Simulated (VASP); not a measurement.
# Y (P6/mmm) in VASP: a series of runs

The runs below take Y through single point, with PBEsol.

Everything below comes from runs of VASP 6.6.1. Logs are shortened: lines on timing, memory, paths and dates and some standing lists are left out, and cuts for length are marked.

### 1 The cell of the first run

Symmetry: P6/mmm, No. 191, hexagonal system. The conventional cell has a = 4.941 Å, b = 4.941 Å, c = 2.971 Å, α = 90.00°, β = 90.00°, γ = 120.00°. Within 3.9 Å of Y (site symmetry 6/mmm) lie 14 Y at 2.97 to 3.22 Å. Y (site symmetry -6m2) has 11 Y at 2.85 to 3.22 Å within 3.8 Å.

This isn't the form of Y at room conditions, which is hcp.

### 2 Single point, PBEsol

INCAR reads:

```
SYSTEM = Y
ALGO = Normal
EDIFF = 1E-6
ENCUT = 520
GGA = PS
ISIF = 2
ISMEAR = -1
LASPH = .True.
LCHARG = .False.
LREAL = .False.
LWAVE = .False.
NBANDS = 24
NELM = 80
PREC = Accurate
SIGMA = 0.05
```

KPOINTS reads:

```
k-points
0
Gamma
  8 8 10
  0 0 0
```

POSCAR reads:

```
Y
1.0
    4.9410501544      0.0000000000      0.0000000000
   -2.4705250772      4.2790749551      0.0000000000
    0.0000000000      0.0000000000      2.9709909108
Y
3
Direct
    0.0000000000      0.0000000000      0.0000000000
    0.3333333333      0.6666666667      0.5000000000
    0.6666666667      0.3333333333      0.5000000000
```

Potentials or basis: VASP PAW PBE potentials, release 64 (Y_sv).

On the command line:

```bash
> cat potpaw_PBE.64/Y_sv/POTCAR > POTCAR
> mpirun -np 1 vasp_std > vasp.out
```

OUTCAR:

```text
SYSTEM = Y
   EDIFF = 1E-6
   ENCUT = 520
   GGA = PS
   ISIF = 2
   ISMEAR = -1
   LASPH = .True.
   LREAL = .False.
   NELM = 80
   PREC = Accurate

 ion  position               nearest neighbor table
   1  0.000  0.000  0.000-   2 3.22   3 3.22   2 3.22   3 3.22   3 3.22   3 3.22   2 3.22   2 3.22
                             3 3.22   3 3.22   2 3.22   2 3.22
   2  0.333  0.667  0.500-   3 2.85   3 2.85   3 2.85   1 3.22   1 3.22   1 3.22   1 3.22   1 3.22
                             1 3.22   3 4.12   3 4.12   3 4.12   3 4.12   3 4.12   3 4.12
   3  0.667  0.333  0.500-   2 2.85   2 2.85   2 2.85   1 3.22   1 3.22   1 3.22   1 3.22   1 3.22
                             1 3.22   2 4.12   2 4.12   2 4.12   2 4.12   2 4.12   2 4.12

  LATTYP: Found a hexagonal cell.
 ALAT       =     4.9410501544
 C/A-ratio  =     0.6012873413

  Lattice vectors:

 A1 = (   4.9410501544,   0.0000000000,   0.0000000000)
 A2 = (  -2.4705250772,   4.2790749551,   0.0000000000)
 A3 = (   0.0000000000,   0.0000000000,   2.9709909108)

Analysis of symmetry for initial positions (statically):
=====================================================================
 Subroutine PRICEL returns:
 Original cell was already a primitive cell.

 Routine SETGRP: Setting up the symmetry group for a
 hexagonal supercell.

 Subroutine GETGRP returns: Found 24 space group operations
 (whereof 24 operations were pure point group operations)
 out of a pool of 24 trial point group operations.

The static configuration has the point symmetry D_6h.

Analysis of symmetry for dynamics (positions and initial velocities):
=====================================================================
 Subroutine PRICEL returns:
 Original cell was already a primitive cell.

 Routine SETGRP: Setting up the symmetry group for a
 hexagonal supercell.

 Subroutine GETGRP returns: Found 24 space group operations
 (whereof 24 operations were pure point group operations)
 out of a pool of 24 trial point group operations.

The dynamic configuration has the point symmetry D_6h.

 Subroutine INISYM returns: Found 24 space group operations
 (whereof 24 operations are pure point group operations),
 and found     1 'primitive' translations

----------------------------------------------------------------------------------------

                                     Primitive cell

  volume of cell :      62.8160

  direct lattice vectors                    reciprocal lattice vectors
     4.941050154  0.000000000  0.000000000     0.202386126  0.116847684  0.000000000
    -2.470525077  4.279074955  0.000000000     0.000000000  0.233695369  0.000000000
     0.000000000  0.000000000  2.970990911     0.000000000  0.000000000  0.336588037

  length of vectors
     4.941050154  4.941050154  2.970990911     0.233695369  0.233695369  0.336588037

  position of ions in fractional coordinates (direct lattice)
     0.000000000  0.000000000  0.000000000
     0.333333333  0.666666667  0.500000000
     0.666666667  0.333333333  0.500000000

  ion indices of the primitive-cell ions
   primitive index   ion index
                 1           1
                 2           2
                 3           3

----------------------------------------------------------------------------------------

 KPOINTS: k-points

Automatic generation of k-mesh.
 Grid dimensions read from file:
 generate k-points for:    8    8   10

 Generating k-lattice:

  Cartesian coordinates                     Fractional coordinates (reciprocal lattice)
     0.025298266  0.014605961  0.000000000     0.125000000 -0.000000000  0.000000000
     0.000000000  0.029211921  0.000000000     0.000000000  0.125000000  0.000000000
     0.000000000  0.000000000  0.033658804     0.000000000  0.000000000  0.100000000

  Length of vectors
     0.029211921  0.029211921  0.033658804

  Shift w.r.t. Gamma in fractional coordinates (k-lattice)
     0.000000000  0.000000000  0.000000000

 Subroutine IBZKPT returns following result:
 ===========================================

 Found     60 irreducible k-points:

 Following reciprocal coordinates:
            Coordinates               Weight
  0.000000  0.000000  0.000000      1.000000
  0.125000  0.000000  0.000000      6.000000
  0.250000  0.000000  0.000000      6.000000
  0.375000  0.000000  0.000000      6.000000
  0.500000  0.000000  0.000000      3.000000
  0.125000  0.125000  0.000000      6.000000
[... 16 lines left out ...]
  0.250000  0.000000  0.200000     12.000000
  0.375000  0.000000  0.200000     12.000000
 [... further k-points ...]
   k-points           NKPTS =     60   k-points in BZ     NKDIM =     60   number of bands    NBANDS=     24
   number of dos      NEDOS =    301   number of ions     NIONS =      3
   total plane-waves  NPLWV =  38400
   dimension x,y,z NGX =    40 NGY =   40 NGZ =   24
   dimension x,y,z NGXF=    80 NGYF=   80 NGZF=   48
   ions per type =               3
   NGX,Y,Z   is equivalent  to a cutoff of  13.46, 13.46, 13.43 a.u.
   NGXF,Y,Z  is equivalent  to a cutoff of  26.92, 26.92, 26.86 a.u.
 SYSTEM =  Y
   PREC   = accura    normal or accurate (medium, high low for compatibility)
   ISTART =      0    job   : 0-new  1-cont  2-samecut
   ICHARG =      2    charge: 1-file 2-atom 10-const
   ISPIN  =      1    spin polarized calculation?
   LNONCOLLINEAR =      F non collinear calculations
   LSORBIT =      F    spin-orbit coupling
   LASPH  =      T    aspherical Exc in radial PAW
   ENCUT  =  520.0 eV  38.22 Ry    6.18 a.u.   9.19  9.19  5.52*2*pi/ulx,y,z
   NELM   =     80;   NELMIN=  2; NELMDL= -5     # of ELM steps
   EDIFF  = 0.1E-05   stopping-criterion for ELM
   LREAL  =      F    real-space projection
   EDIFFG = 0.1E-04   stopping-criterion for IOM
   NSW    =      0    number of steps for IOM
   IBRION =     -1    ionic relax: 0-MD 1-quasi-New 2-CG
   NFREE  =      0    steps in history (QN), initial steepest desc. (CG)
   ISIF   =      2    stress and relaxation
   ISYM   =      2    0-nonsym 1-usesym 2-fastsym
   POTIM  = 0.5000    time-step for ionic-motion
   TEBEG  =    0.0;   TEEND  =   0.0 temperature during run
   PSTRESS=    0.0 pullay stress
   NELECT =      33.0000    total number of electrons
   NUPDOWN=      -1.0000    fix difference up-down
   EMIN   =  10.00;   EMAX   =-10.00  energy-range for DOS
   EFERMI =   0.00;   METHOD = LEGACY
   ISMEAR =    -1;   SIGMA  =   0.05  broadening in eV -4-tet -1-fermi 0-gaus
   EFERMI_NEDOS =   21; number of points for ismear=-14 and -15
   IALGO  =     38    algorithm
   IMIX   =      4    mixing-type and parameters
     AMIX     =   0.40;   BMIX     =  1.00
     AMIX_MAG =   1.60;   BMIX_MAG =  1.00
  volume/ion in A,a.u.               =      20.94       141.30
  Fermi-wavevector in a.u.,A,eV,Ry     =   1.320959  2.496250 23.741248  1.744933
  Thomas-Fermi vector in A             =   2.450747
   LORBIT       =      0    0 simple, 1 ext, 2 COOP (PROOUT), +10 PAW based schemes
   GGA     = PS    functional components
   LHFCALC =     F    Hartree Fock is set to
   AEXX    =    0.0000 exact exchange contribution
   IVDW    =     0    specifies the selected vdW correction
   LEPSILON=     F    determine dielectric tensor
   LRPA    =     F    only Hartree local field effects (RPA)
 non-spin polarized calculation
  energy-cutoff  :      520.00
  volume of cell :       62.82
 maximum number of plane-waves:      1715
 NGX is ok and might be reduce to    40
   NGX = 19   NGY = 19   NGZ = 11

 number of electron      33.0000000 magnetization

 Free energy of the ion-electron system (eV)
  ---------------------------------------------------
  ext. energy  EPLUGINS =         0.00000000
  ---------------------------------------------------
  free energy    TOTEN  =       -18.31180705 eV

  energy without entropy =      -18.28896171  energy(sigma->0) =      -18.30038438

 E-fermi :   5.3370     XC(G=0): -11.4649

 val. band max:        5.3346637996   @ k =   0.3750   0.2500   0.4000
 cond. band min:       5.3391176563   @ k =   0.3750   0.2500   0.4000
 fundamental gap:      0.0044538568
 Fermi energy:         5.3369871773

 k-point     1 :       0.0000    0.0000    0.0000
  band No.  band energies     occupation
      1     -36.6110      2.00000
      2     -36.0973      2.00000
      3     -36.0842      2.00000
      4     -17.2660      2.00000
      5     -17.2660      2.00000
      6     -16.7738      2.00000
[... 16 lines left out ...]
     23       9.4989      0.00000
     24       9.4991      0.00000

 k-point     2 :       0.1250    0.0000    0.0000
  band No.  band energies     occupation
      1     -36.5909      2.00000
      2     -36.1129      2.00000
      3     -36.0906      2.00000
      4     -17.3775      2.00000
      5     -17.3194      2.00000
      6     -16.6325      2.00000
[... 16 lines left out ...]
     23       8.9507      0.00000
     24       9.0516      0.00000

 k-point     3 :       0.2500    0.0000    0.0000
  band No.  band energies     occupation
      1     -36.5344      2.00000
      2     -36.1587      2.00000
      3     -36.1059      2.00000
      4     -17.5482      2.00000
      5     -17.3165      2.00000
      6     -16.3770      2.00000
[... 16 lines left out ...]
     23       8.9239      0.00000
     24       9.1757      0.00000

 k-point     4 :       0.3750    0.0000    0.0000
  band No.  band energies     occupation
      1     -36.4549      2.00000
      2     -36.2281      2.00000
      3     -36.1206      2.00000
      4     -17.6688      2.00000
      5     -17.1625      2.00000
      6     -16.3468      2.00000
[... 16 lines left out ...]
     23       9.1751      0.00000
     24      10.1147      0.00000

 k-point     5 :       0.5000    0.0000    0.0000
  band No.  band energies     occupation
      1     -36.3979      2.00000
      2     -36.2811      2.00000
      3     -36.1265      2.00000
      4     -17.7113      2.00000
      5     -16.9657      2.00000
      6     -16.6437      2.00000
[... 16 lines left out ...]
     23       9.7614      0.00000
     24       9.8303      0.00000

 k-point     6 :       0.1250    0.1250    0.0000
  band No.  band energies     occupation
      1     -36.5525      2.00000
      2     -36.1422      2.00000
      3     -36.1029      2.00000
      4     -17.4705      2.00000
      5     -17.3720      2.00000
      6     -16.4167      2.00000
[... 16 lines left out ...]
     23       8.7644      0.00000
     24       8.9899      0.00000
[... 379 lines left out ...]
 k-point    21 :       0.0000    0.0000    0.2000
  band No.  band energies     occupation
      1     -36.5219      2.00000
      2     -36.0391      2.00000
      3     -36.0345      2.00000
      4     -17.1793      2.00000
      5     -17.1793      2.00000
      6     -16.6079      2.00000
[... 16 lines left out ...]
     23       8.6855      0.00000
     24       8.6855      0.00000

 k-point    22 :       0.1250    0.0000    0.2000
  band No.  band energies     occupation
      1     -36.5035      2.00000
      2     -36.0501      2.00000
      3     -36.0435      2.00000
      4     -17.2614      2.00000
      5     -17.2088      2.00000
      6     -16.6022      2.00000
[... 16 lines left out ...]
     23       8.5171      0.00000
     24       8.8298      0.00000

 k-point    23 :       0.2500    0.0000    0.2000
  band No.  band energies     occupation
      1     -36.4520      2.00000
      2     -36.0948      2.00000
      3     -36.0540      2.00000
      4     -17.4016      2.00000
      5     -17.2110      2.00000
      6     -16.5432      2.00000
[... 16 lines left out ...]
     23       8.7293      0.00000
     24       9.0567      0.00000

 k-point    24 :       0.3750    0.0000    0.2000
  band No.  band energies     occupation
      1     -36.3801      2.00000
      2     -36.1601      2.00000
      3     -36.0643      2.00000
      4     -17.5059      2.00000
      5     -17.1145      2.00000
      6     -16.5798      2.00000
[... 16 lines left out ...]
     23       8.8430      0.00000
     24       9.6548      0.00000

 [... further k-points ...]

------------------------ aborting loop because EDIFF is reached ----------------------------------------

  FORCE on cell =-STRESS in cart. coord.  units (eV):
  Direction    XX          YY          ZZ          XY          YZ          ZX
  --------------------------------------------------------------------------------------
  -------------------------------------------------------------------------------------
  Total       11.2136761     11.2136761     11.2525317     -0.0000000      0.0000000      0.0000000
  in kB      286.0145396    286.0145396    287.0055849     -0.0000000      0.0000000      0.0000000
  external PRESSURE =     286.3448880 kB  Pullay stress =       0.0000000 kB

 VOLUME and BASIS-vectors are now :
 -----------------------------------------------------------------------------
  energy-cutoff  :      520.00
  volume of cell :       62.82
      direct lattice vectors                 reciprocal lattice vectors
     4.941050154  0.000000000  0.000000000     0.202386126  0.116847684  0.000000000
    -2.470525077  4.279074955  0.000000000     0.000000000  0.233695369  0.000000000
     0.000000000  0.000000000  2.970990911     0.000000000  0.000000000  0.336588037

 POSITION                                       TOTAL-FORCE (eV/Angst)
 -----------------------------------------------------------------------------------
      0.00000      0.00000      0.00000         0.000000     -0.000000     -0.000000
     -0.00000      2.85272      1.48550        -0.000000      0.000000      0.000000
      2.47053      1.42636      1.48550         0.000000     -0.000000     -0.000000
 -----------------------------------------------------------------------------------
    total drift:                                0.000000     -0.000000      0.000000

  FREE ENERGIE OF THE ION-ELECTRON SYSTEM (eV)
  ---------------------------------------------------
  free  energy   TOTEN  =       -18.3118070490 eV

  energy  without entropy=      -18.2889617147  energy(sigma->0) =      -18.30038438
```

Wall time 81 s (1 thread of AMD EPYC 7R13 (Zen 3), shared host); peak memory 0.2 GiB.

What came out:

- Free energy: -18.3118 eV
- Pressure: 28.6 GPa
- Band gap on the k mesh: zero (an odd number of electrons rules out a gap without spin polarisation)

Caveat: the cell stands under pressure; the PAW data sets were made with another functional, which shifts forces and pressure a little.

### 3 Single point, PBEsol

INCAR reads:

```
PREC = Accurate
ENCUT = 520
EDIFF = 1E-6
ISMEAR = -1
SIGMA = 0.05
LREAL = False
LASPH = True
NELM = 80
ALGO = Normal
ISIF = 2
LWAVE = False
LCHARG = False
GGA = PS
NBANDS = 24
```

KPOINTS reads:

```
regular mesh
0
Gamma
  8 8 10
```

POSCAR is that of step 2.

Potentials or basis: VASP PAW PBE potentials, release 64 (Y_sv).

On the command line:

```bash
> cat potpaw_PBE.64/Y_sv/POTCAR > POTCAR
> mpirun -np 1 vasp_std > vasp.out
```

OUTCAR:

```text
PREC = Accurate
   ENCUT = 520
   EDIFF = 1E-6
   ISMEAR = -1
   LREAL = False
   LASPH = True
   NELM = 80
   ISIF = 2
   GGA = PS

 ion  position               nearest neighbor table
   1  0.000  0.000  0.000-   2 3.22   3 3.22   2 3.22   3 3.22   3 3.22   3 3.22   2 3.22   2 3.22
                             3 3.22   3 3.22   2 3.22   2 3.22
   2  0.333  0.667  0.500-   3 2.85   3 2.85   3 2.85   1 3.22   1 3.22   1 3.22   1 3.22   1 3.22
                             1 3.22   3 4.12   3 4.12   3 4.12   3 4.12   3 4.12   3 4.12
   3  0.667  0.333  0.500-   2 2.85   2 2.85   2 2.85   1 3.22   1 3.22   1 3.22   1 3.22   1 3.22
                             1 3.22   2 4.12   2 4.12   2 4.12   2 4.12   2 4.12   2 4.12

  LATTYP: Found a hexagonal cell.
 ALAT       =     4.9410501544
 C/A-ratio  =     0.6012873413

  Lattice vectors:

 A1 = (   4.9410501544,   0.0000000000,   0.0000000000)
 A2 = (  -2.4705250772,   4.2790749551,   0.0000000000)
 A3 = (   0.0000000000,   0.0000000000,   2.9709909108)

Analysis of symmetry for initial positions (statically):
=====================================================================
 Subroutine PRICEL returns:
 Original cell was already a primitive cell.

 Routine SETGRP: Setting up the symmetry group for a
 hexagonal supercell.
[... 170 lines left out ...]

 val. band max:        5.3346637996   @ k =   0.3750   0.2500   0.4000
 cond. band min:       5.3391176563   @ k =   0.3750   0.2500   0.4000
 fundamental gap:      0.0044538568
 Fermi energy:         5.3369871773

 k-point     1 :       0.0000    0.0000    0.0000
  band No.  band energies     occupation
      1     -36.6110      2.00000
      2     -36.0973      2.00000
      3     -36.0842      2.00000
      4     -17.2660      2.00000
      5     -17.2660      2.00000
      6     -16.7738      2.00000
[... 637 lines left out ...]
     23       8.8430      0.00000
     24       9.6548      0.00000

 [... further k-points ...]

------------------------ aborting loop because EDIFF is reached ----------------------------------------

  FORCE on cell =-STRESS in cart. coord.  units (eV):
  Direction    XX          YY          ZZ          XY          YZ          ZX
  --------------------------------------------------------------------------------------
  -------------------------------------------------------------------------------------
  Total       11.2136761     11.2136761     11.2525317     -0.0000000      0.0000000      0.0000000
  in kB      286.0145396    286.0145396    287.0055849     -0.0000000      0.0000000      0.0000000
  external PRESSURE =     286.3448880 kB  Pullay stress =       0.0000000 kB

 VOLUME and BASIS-vectors are now :
 -----------------------------------------------------------------------------
  energy-cutoff  :      520.00
  volume of cell :       62.82
      direct lattice vectors                 reciprocal lattice vectors
     4.941050154  0.000000000  0.000000000     0.202386126  0.116847684  0.000000000
    -2.470525077  4.279074955  0.000000000     0.000000000  0.233695369  0.000000000
     0.000000000  0.000000000  2.970990911     0.000000000  0.000000000  0.336588037

 POSITION                                       TOTAL-FORCE (eV/Angst)
 -----------------------------------------------------------------------------------
      0.00000      0.00000      0.00000         0.000000     -0.000000     -0.000000
     -0.00000      2.85272      1.48550        -0.000000      0.000000      0.000000
      2.47053      1.42636      1.48550         0.000000     -0.000000     -0.000000
 -----------------------------------------------------------------------------------
    total drift:                                0.000000     -0.000000      0.000000

  FREE ENERGIE OF THE ION-ELECTRON SYSTEM (eV)
  ---------------------------------------------------
  free  energy   TOTEN  =       -18.3118070490 eV

  energy  without entropy=      -18.2889617147  energy(sigma->0) =      -18.30038438
```

OSZICAR:

```text
N       E                     dE             d eps       ncg     rms          rms(c)
DAV:   1     0.156315764597E+03    0.15632E+03   -0.16797E+04  2880   0.137E+03
DAV:   2    -0.511614630590E+01   -0.16143E+03   -0.15420E+03  3424   0.314E+02
DAV:   3    -0.180971764488E+02   -0.12981E+02   -0.11997E+02  4936   0.513E+01
DAV:   4    -0.185231570684E+02   -0.42598E+00   -0.42515E+00  3336   0.110E+01
DAV:   5    -0.185372826607E+02   -0.14126E-01   -0.14125E-01  4408   0.149E+00    0.527E+01
DAV:   6    -0.182492062707E+02    0.28808E+00   -0.58041E-01  3384   0.453E+00    0.317E+01
DAV:   7    -0.183224535867E+02   -0.73247E-01   -0.11202E+00  4568   0.537E+00    0.267E+00
DAV:   8    -0.183107049087E+02    0.11749E-01   -0.15814E-01  3664   0.220E+00    0.102E+00
DAV:   9    -0.183119484565E+02   -0.12435E-02   -0.89165E-03  3592   0.635E-01    0.453E-01
DAV:  10    -0.183118095536E+02    0.13890E-03   -0.37703E-04  4368   0.830E-02    0.638E-02
DAV:  11    -0.183118074707E+02    0.20829E-05   -0.44866E-05  3408   0.515E-02    0.434E-02
DAV:  12    -0.183118070490E+02    0.42167E-06   -0.53323E-06  3592   0.129E-02
   1 F= -.18311807E+02 E0= -.18300384E+02  d E =-.228453E-01
```

Run time: 78 s. Hardware: 1 thread of AMD EPYC 7R13 (Zen 3), shared host; peak memory 0.2 GiB.

What came out:

* Free energy: -18.3118 eV
* Pressure: 28.6 GPa
* Band gap on the k mesh: zero (an odd number of electrons rules out a gap without spin polarisation)

Caveat: the cell stands under pressure; the PAW data sets were made with another functional, which shifts forces and pressure a little.
